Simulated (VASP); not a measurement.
Write the native input for VASP 6.6.1 that does the following.

```
Task                   : single point
Functional             : LDA
Potentials or basis    : VASP PAW LDA potentials, release 64 (Ti_sv)
Cutoff                 : 520 eV
k mesh                 : 13 × 13 × 7
Occupations            : fermi-dirac, width 0.3 eV
Spin                   : no spin polarisation
Dipole correction      : no
Further INCAR settings : ALGO = Normal; EDIFF = 1e-06; NBANDS = 19
```

The structure of Ti lies in POSCAR:

```
Ti
1.0
    2.8638698861      0.0000000000      0.0000000000
   -1.4319349430      2.4801840745      0.0000000000
    0.0000000000      0.0000000000      4.5399943151
Ti
2
Direct
    0.3333333333      0.6666666667      0.2500000000
    0.6666666667      0.3333333333      0.7500000000
```

The input as run:

INCAR

```
  ALGO = Normal
  EDIFF = 1E-6
  ENCUT = 520
  ISIF = 2
  ISMEAR = -1
  LASPH = True
  LCHARG = True
  LELF = True
  LREAL = False
  LVHAR = True
  LWAVE = False
  NBANDS = 19
  NELM = 100
  PREC = Accurate
  SIGMA = 0.3
```

KPOINTS

```
k-points
0
Gamma
  13 13 7
```

Potentials or basis: VASP PAW LDA potentials, release 64 (Ti_sv).

The run is started by

```bash
$ cat potpaw_LDA.64/Ti_sv/POTCAR > POTCAR
$ mpirun -np 1 vasp_std > vasp.out
```

Results of the run:

```json
{
  "Pressure": "1.9 GPa",
  "Band gap on the k mesh": "zero (bands 12 and 13 overlap by 1.10 eV)"
}
```

Caveat: so wide a smearing shifts energies and pressures.

Wall time 30 s on 1 thread of Intel(R) Xeon(R) Platinum 8488C (Sapphire Rapids) (shared host), peak memory 0.16 GiB.
